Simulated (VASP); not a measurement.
**CoO: single point with PBE+U**

The system is CoO.

```
CELL_PARAMETERS angstrom
3.19765 0.00000 0.00000
-1.59882 2.76924 0.00000
0.00000 0.00000 5.22871
ATOMIC_POSITIONS crystal
Co 0.00000 0.00000 0.00347
Co 0.33333 0.66667 0.50336
O 0.00000 0.00000 0.37161
O 0.33333 0.66667 0.87156
```

```yaml
Program: VASP 6.6.1
Task: single point
Functional: PBE
Potentials_or_basis: VASP PAW PBE potentials, release 64 (Co, O)
Cutoff: 600 eV
k_mesh: 12 × 12 × 8
Occupations: gaussian, width 0.02 eV
Spin: no spin polarisation
Hubbard_terms: Co d U = 3.32 eV
```

```yaml
Pressure: -16.6 GPa
Largest_force: 0.041 eV/Å
Band_gap_on_the_k_mesh: zero (bands 15 and 16 overlap by 1.42 eV)
```

Forces in eV/Å, atoms in the order of the input:
```
Co   0.000  0.000 -0.041
Co   0.000  0.000 -0.038
O    0.000  0.000  0.040
O    0.000  0.000  0.039
```

Stress tensor (GPa, compression positive):
```
-18.75   0.00   0.00
  0.00 -18.75   0.00
  0.00   0.00 -12.19
```

Levels at points of the mesh, in eV from the Fermi level:
```tsv
k point	band 13	band 14	band 15	band 16	band 17	band 18
(0.00, 0.00, 0.00)	-0.98	0.41	0.41	0.50	1.31	1.41
(0.50, 0.00, 0.00)	-1.08	-0.87	-0.54	-0.38	0.33	0.63
(0.00, 0.00, 0.50)	0.10	0.10	0.90	0.90	0.90	0.90
(0.50, 0.00, 0.50)	-1.08	-1.08	0.11	0.11	0.14	0.14
```

Eigenvalues of the final occupation matrices:
```csv
site,spin,trace,eigenvalues
site 1 d,1,3.71,0.62 0.62 0.62 0.92 0.92
site 1 d,2,3.71,0.62 0.62 0.62 0.92 0.92
site 2 d,1,3.71,0.62 0.62 0.62 0.92 0.92
site 2 d,2,3.71,0.62 0.62 0.62 0.92 0.92
```

Run time: 4 min on 1 thread of Oxide Virtual Turin-like Processor, with other jobs on the host, peak memory 0.25 GiB.

Caveat: the stress differs along the axes, from -19 to -12 GPa; the run has no spin polarisation, though such a crystal can be magnetic; U without spin polarisation on a metal has little footing. Spin polarisation is off, so any magnetic state and its effect on volume and gap are missing.
